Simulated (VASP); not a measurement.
# Sb (Pm-3m) in VASP: settings compared

The runs below take Sb through single point, relaxation of cell and atoms, with BLYP+D4, PBE, PBEsol+D3(BJ).

Program: VASP 6.6.1. These are calculated values, not measurements. Logs are shortened: lines on timing, memory, paths and dates and some standing lists are left out, and cuts for length are marked.

### Step 1. The cell of the first run

Symmetry: Pm-3m, No. 221, cubic system. The conventional cell has a = 3.096 Å, b = 3.096 Å, c = 3.096 Å, α = 90.00°, β = 90.00°, γ = 90.00°. Within 4.1 Å of Sb (site symmetry m-3m) lie 6 Sb at 3.10 Å.

### Step 2. Single point, BLYP+D4

INCAR reads:

```
SYSTEM = Sb
PREC = Accurate ; ENCUT = 520
EDIFF = 1E-6 ; ISMEAR = -1
SIGMA = 0.05 ; LREAL = .False.
LASPH = .True. ; NELM = 60
ALGO = Normal ; ISIF = 2
LWAVE = .False. ; LCHARG = .False.
GGA = B5 ; ALDAX = 1.0
AGGAX = 1.0 ; AGGAC = 1.0
ALDAC = 0.0 ; IVDW = 13
VDW_S6 = 1.0 ; VDW_S8 = 2.34076671
VDW_A1 = 0.44488865 ; VDW_A2 = 4.0933009
NBANDS = 8
```

KPOINTS reads:

```
regular mesh
0
Gamma
  8 8 8
  0 0 0
```

POSCAR reads:

```
Sb
1.0
    3.0963751903      0.0000000000      0.0000000000
    0.0000000000      3.0963751903      0.0000000000
    0.0000000000      0.0000000000      3.0963751903
Sb
1
Direct
    0.0000000000      0.0000000000      0.0000000000
```

Potentials or basis: VASP PAW PBE potentials, release 64 (Sb).

Run with:

```bash
$ cat potpaw_PBE.64/Sb/POTCAR > POTCAR
$ mpirun -np 1 vasp_std > vasp.out
```

OUTCAR:

```text
SYSTEM = Sb
   PREC = Accurate
   ENCUT = 520
   EDIFF = 1E-6
   ISMEAR = -1
   LREAL = .False.
   LASPH = .True.
   NELM = 60
   ISIF = 2
   GGA = B5
   IVDW = 13

 ion  position               nearest neighbor table
   1  0.000  0.000  0.000-

  LATTYP: Found a simple cubic cell.
 ALAT       =     3.0963751903

  Lattice vectors:

 A1 = (   3.0963751903,   0.0000000000,   0.0000000000)
 A2 = (   0.0000000000,   3.0963751903,   0.0000000000)
 A3 = (   0.0000000000,   0.0000000000,   3.0963751903)

Analysis of symmetry for initial positions (statically):
=====================================================================
 Subroutine PRICEL returns:
 Original cell was already a primitive cell.

 Routine SETGRP: Setting up the symmetry group for a
 simple cubic supercell.

 Subroutine GETGRP returns: Found 48 space group operations
 (whereof 48 operations were pure point group operations)
 out of a pool of 48 trial point group operations.

The static configuration has the point symmetry O_h .

Analysis of symmetry for dynamics (positions and initial velocities):
=====================================================================
 Subroutine PRICEL returns:
 Original cell was already a primitive cell.

 Routine SETGRP: Setting up the symmetry group for a
 simple cubic supercell.

 Subroutine GETGRP returns: Found 48 space group operations
 (whereof 48 operations were pure point group operations)
 out of a pool of 48 trial point group operations.

The dynamic configuration has the point symmetry O_h .

 Subroutine INISYM returns: Found 48 space group operations
 (whereof 48 operations are pure point group operations),
 and found     1 'primitive' translations

----------------------------------------------------------------------------------------

                                     Primitive cell

  volume of cell :      29.6866

  direct lattice vectors                    reciprocal lattice vectors
     3.096375190  0.000000000  0.000000000     0.322958278  0.000000000  0.000000000
     0.000000000  3.096375190  0.000000000     0.000000000  0.322958278  0.000000000
     0.000000000  0.000000000  3.096375190     0.000000000  0.000000000  0.322958278

  length of vectors
     3.096375190  3.096375190  3.096375190     0.322958278  0.322958278  0.322958278

  position of ions in fractional coordinates (direct lattice)
     0.000000000  0.000000000  0.000000000

  ion indices of the primitive-cell ions
   primitive index   ion index
                 1           1

----------------------------------------------------------------------------------------

 KPOINTS: regular mesh

Automatic generation of k-mesh.
 Grid dimensions read from file:
 generate k-points for:    8    8    8

 Generating k-lattice:

  Cartesian coordinates                     Fractional coordinates (reciprocal lattice)
     0.040369785  0.000000000  0.000000000     0.125000000  0.000000000  0.000000000
     0.000000000  0.040369785  0.000000000     0.000000000  0.125000000  0.000000000
     0.000000000  0.000000000  0.040369785     0.000000000  0.000000000  0.125000000

  Length of vectors
     0.040369785  0.040369785  0.040369785

  Shift w.r.t. Gamma in fractional coordinates (k-lattice)
     0.000000000  0.000000000  0.000000000

 Subroutine IBZKPT returns following result:
 ===========================================

 Found     35 irreducible k-points:

 Following reciprocal coordinates:
            Coordinates               Weight
  0.000000  0.000000  0.000000      1.000000
  0.125000  0.000000  0.000000      6.000000
  0.250000  0.000000  0.000000      6.000000
  0.375000  0.000000  0.000000      6.000000
  0.500000  0.000000  0.000000      3.000000
  0.125000  0.125000  0.000000     12.000000
[... 16 lines left out ...]
  0.375000  0.375000  0.125000     24.000000
  0.500000  0.375000  0.125000     24.000000
 [... further k-points ...]
   k-points           NKPTS =     35   k-points in BZ     NKDIM =     35   number of bands    NBANDS=      8
   number of dos      NEDOS =    301   number of ions     NIONS =      1
   total plane-waves  NPLWV =  13824
   dimension x,y,z NGX =    24 NGY =   24 NGZ =   24
   dimension x,y,z NGXF=    48 NGYF=   48 NGZF=   48
   ions per type =               1
   NGX,Y,Z   is equivalent  to a cutoff of  12.89, 12.89, 12.89 a.u.
   NGXF,Y,Z  is equivalent  to a cutoff of  25.77, 25.77, 25.77 a.u.
 SYSTEM =  Sb
   PREC   = accura    normal or accurate (medium, high low for compatibility)
   ISTART =      0    job   : 0-new  1-cont  2-samecut
   ICHARG =      2    charge: 1-file 2-atom 10-const
   ISPIN  =      1    spin polarized calculation?
   LNONCOLLINEAR =      F non collinear calculations
   LSORBIT =      F    spin-orbit coupling
   LASPH  =      T    aspherical Exc in radial PAW
   ENCUT  =  520.0 eV  38.22 Ry    6.18 a.u.   5.76  5.76  5.76*2*pi/ulx,y,z
   NELM   =     60;   NELMIN=  2; NELMDL= -5     # of ELM steps
   EDIFF  = 0.1E-05   stopping-criterion for ELM
   LREAL  =      F    real-space projection
   EDIFFG = 0.1E-04   stopping-criterion for IOM
   NSW    =      0    number of steps for IOM
   IBRION =     -1    ionic relax: 0-MD 1-quasi-New 2-CG
   NFREE  =      0    steps in history (QN), initial steepest desc. (CG)
   ISIF   =      2    stress and relaxation
   ISYM   =      2    0-nonsym 1-usesym 2-fastsym
   POTIM  = 0.5000    time-step for ionic-motion
   TEBEG  =    0.0;   TEEND  =   0.0 temperature during run
   PSTRESS=    0.0 pullay stress
   NELECT =       5.0000    total number of electrons
   NUPDOWN=      -1.0000    fix difference up-down
   EMIN   =  10.00;   EMAX   =-10.00  energy-range for DOS
   EFERMI =   0.00;   METHOD = LEGACY
   ISMEAR =    -1;   SIGMA  =   0.05  broadening in eV -4-tet -1-fermi 0-gaus
   EFERMI_NEDOS =   21; number of points for ismear=-14 and -15
   IALGO  =     38    algorithm
   IMIX   =      4    mixing-type and parameters
     AMIX     =   0.40;   BMIX     =  1.00
     AMIX_MAG =   1.60;   BMIX_MAG =  1.00
  volume/ion in A,a.u.               =      29.69       200.34
  Fermi-wavevector in a.u.,A,eV,Ry     =   0.904089  1.708481 11.121092  0.817377
  Thomas-Fermi vector in A             =   2.027494
   LORBIT       =      0    0 simple, 1 ext, 2 COOP (PROOUT), +10 PAW based schemes
   GGA     = B5    functional components
   LHFCALC =     F    Hartree Fock is set to
   AEXX    =    0.0000 exact exchange contribution
   IVDW    =    13    specifies the selected vdW correction
   LEPSILON=     F    determine dielectric tensor
   LRPA    =     F    only Hartree local field effects (RPA)
 non-spin polarized calculation
  energy-cutoff  :      520.00
  volume of cell :       29.69
 maximum number of plane-waves:       840
 NGX is ok and might be reduce to    24
   NGX = 11   NGY = 11   NGZ = 11

 number of electron       4.9999999 magnetization

 Free energy of the ion-electron system (eV)
  ---------------------------------------------------
  ext. energy  EPLUGINS =         0.00000000
  ---------------------------------------------------
  free energy    TOTEN  =        -3.27409717 eV

  energy without entropy =       -3.26689494  energy(sigma->0) =       -3.27049605

 E-fermi :   7.6174     XC(G=0):  -8.9723

 val. band max:        7.6084963423   @ k =   0.3750   0.2500   0.1250
 cond. band min:       7.8619442366   @ k =   0.5000   0.2500   0.0000
 fundamental gap:      0.2534478944
 Fermi energy:         7.6174038503

 k-point     1 :       0.0000    0.0000    0.0000
  band No.  band energies     occupation
      1      -4.7621      2.00000
      2      10.8920      0.00000
      3      10.8920      0.00000
      4      10.8920      0.00000
      5      14.7790      0.00000
      6      14.7790      0.00000
      7      16.3872      0.00000
      8      25.4021      0.00000

 k-point     2 :       0.1250    0.0000    0.0000
  band No.  band energies     occupation
      1      -4.5377      2.00000
      2       8.7437      0.00000
      3      11.1108      0.00000
      4      11.1108      0.00000
      5      14.9558      0.00000
      6      15.8080      0.00000
      7      17.9978      0.00000
      8      23.8465      0.00000

 k-point     3 :       0.2500    0.0000    0.0000
  band No.  band energies     occupation
      1      -3.8896      2.00000
      2       5.7322      2.00000
      3      11.7098      0.00000
      4      11.7098      0.00000
      5      15.4733      0.00000
      6      16.5387      0.00000
      7      21.5059      0.00000
      8      21.7310      0.00000

 k-point     4 :       0.3750    0.0000    0.0000
  band No.  band energies     occupation
      1      -2.9603      2.00000
      2       3.2694      2.00000
      3      12.4654      0.00000
      4      12.4654      0.00000
      5      16.2507      0.00000
      6      17.5487      0.00000
      7      19.9991      0.00000
      8      19.9991      0.00000

 k-point     5 :       0.5000    0.0000    0.0000
  band No.  band energies     occupation
      1      -2.3760      2.00000
      2       2.1608      2.00000
      3      12.8590      0.00000
      4      12.8590      0.00000
      5      16.7955      0.00000
      6      18.6289      0.00000
      7      19.2721      0.00000
      8      19.2721      0.00000
[... 177 lines left out ...]
 k-point    22 :       0.5000    0.2500    0.1250
  band No.  band energies     occupation
      1      -1.2500      2.00000
      2       3.1674      2.00000
      3       8.0615      0.00028
      4      11.7635      0.00000
      5      13.3232      0.00000
      6      16.7677      0.00000
      7      20.3024      0.00000
      8      21.3055      0.00000

 k-point    23 :       0.3750    0.3750    0.1250
  band No.  band energies     occupation
      1      -0.8862      2.00000
      2       4.9053      2.00000
      3       5.2817      2.00000
      4      11.9608      0.00000
      5      12.2787      0.00000
      6      18.2638      0.00000
      7      18.5527      0.00000
      8      21.2063      0.00000

 k-point    24 :       0.5000    0.3750    0.1250
  band No.  band energies     occupation
      1      -0.2605      2.00000
      2       3.9303      2.00000
      3       5.5382      2.00000
      4      11.2501      0.00000
      5      12.5730      0.00000
      6      17.5923      0.00000
      7      18.9289      0.00000
      8      21.8035      0.00000

 [... further k-points ...]

------------------------ aborting loop because EDIFF is reached ----------------------------------------

  DFT-D4 for vdW energy calculation

  Edisp (eV):   -0.98281

  FORCE on cell =-STRESS in cart. coord.  units (eV):
  Direction    XX          YY          ZZ          XY          YZ          ZX
  --------------------------------------------------------------------------------------
  -------------------------------------------------------------------------------------
  Total       0.05722     0.05722     0.05722    -0.00000    -0.00000    -0.00000
  in kB       3.08800     3.08800     3.08800    -0.00000    -0.00000    -0.00000
  external pressure =        3.09 kB  Pullay stress =        0.00 kB

 VOLUME and BASIS-vectors are now :
 -----------------------------------------------------------------------------
  energy-cutoff  :      520.00
  volume of cell :       29.69
      direct lattice vectors                 reciprocal lattice vectors
     3.096375190  0.000000000  0.000000000     0.322958278  0.000000000  0.000000000
     0.000000000  3.096375190  0.000000000     0.000000000  0.322958278  0.000000000
     0.000000000  0.000000000  3.096375190     0.000000000  0.000000000  0.322958278

 POSITION                                       TOTAL-FORCE (eV/Angst)
 -----------------------------------------------------------------------------------
      0.00000      0.00000      0.00000         0.000000      0.000000      0.000000
 -----------------------------------------------------------------------------------
    total drift:                               -0.000000      0.000000      0.000000

  FREE ENERGIE OF THE ION-ELECTRON SYSTEM (eV)
  ---------------------------------------------------
  free  energy   TOTEN  =        -4.2569040464 eV

  energy  without entropy=       -4.2497018146  energy(sigma->0) =       -4.25330293
```

It used 6.2 s of CPU time on 1 thread of Intel(R) Xeon(R) Platinum 8375C CPU @ 2.90GHz (Ice Lake), on a shared host.

What came out:

* Free energy: -4.2569 eV
* Pressure: 0.3 GPa
* Dispersion energy per atom: -0.983 eV

Levels at points of the mesh, in eV from the Fermi level:
| k point | band 1 | band 2 | band 3 | band 4 | band 5 | band 6 |
| --- | --- | --- | --- | --- | --- | --- |
| (0.00, 0.00, 0.00) | -12.38 | 3.27 | 3.27 | 3.27 | 7.16 | 7.16 |
| (0.50, 0.00, 0.00) | -9.99 | -5.46 | 5.24 | 5.24 | 9.18 | 11.01 |
| (0.50, 0.50, 0.00) | -7.45 | -3.48 | -3.48 | 2.57 | 7.25 | 13.02 |
| (0.50, 0.50, 0.50) | -4.60 | -1.61 | -1.61 | -1.61 | 5.13 | 5.13 |

Caveat: the PAW data sets were made with another functional, which shifts forces and pressure a little; spin-orbit coupling is left out, which moves the levels of the heavy elements; pairwise dispersion overbinds metals, which lowers pressure and volume.

### Step 3. Single point, PBE

This run uses another cell than the first one, of 31.55 Å³/atom, 1.063 times its volume.

INCAR reads:

```
PREC = Accurate ; ENCUT = 520
EDIFF = 1E-7 ; ISMEAR = 0
SIGMA = 0.028999999999999998 ; LREAL = F
LASPH = T ; NELM = 100
ALGO = Normal ; ISIF = 2
LWAVE = F ; LCHARG = F
GGA = PE ; NBANDS = 8
```

KPOINTS reads:

```
regular mesh
0
Gamma
  8 8 8
```

POSCAR reads:

```
Sb
1.0
    3.1600000000      0.0000000000      0.0000000000
    0.0000000000      3.1600000000      0.0000000000
    0.0000000000      0.0000000000      3.1600000000
Sb
1
Direct
    0.0000000000      0.0000000000      0.0000000000
```

Potentials or basis: VASP PAW PBE potentials, release 64 (Sb).

Run with:

```bash
$ cat potpaw_PBE.64/Sb/POTCAR > POTCAR
$ mpirun -np 1 vasp_std > vasp.out
```

Run time: 6.8 s. Hardware: 1 thread of Intel Xeon Platinum 8375C at 2.90GHz (Ice Lake), shared host; peak memory 0.13 GiB.

The run converged. Its results:

| Quantity | Value |
| --- | --- |
| Free energy | -4.0641 eV |
| Pressure | -2.3 GPa |

Levels at points of the mesh, in eV from the Fermi level:
```
           k point  band 1  band 2  band 3  band 4  band 5  band 6
(0.00, 0.00, 0.00)  -11.91    3.18    3.18    3.18    6.92    6.92
(0.50, 0.00, 0.00)   -9.69   -5.14    5.01    5.01    8.90   10.50
(0.50, 0.50, 0.00)   -7.36   -3.23   -3.23    2.44    6.84   12.45
(0.50, 0.50, 0.50)   -4.79   -1.45   -1.45   -1.45    4.97    4.97
```

Caveat: spin-orbit coupling is left out, which moves the levels of the heavy elements.

(Part 1 of 2 ends here.)
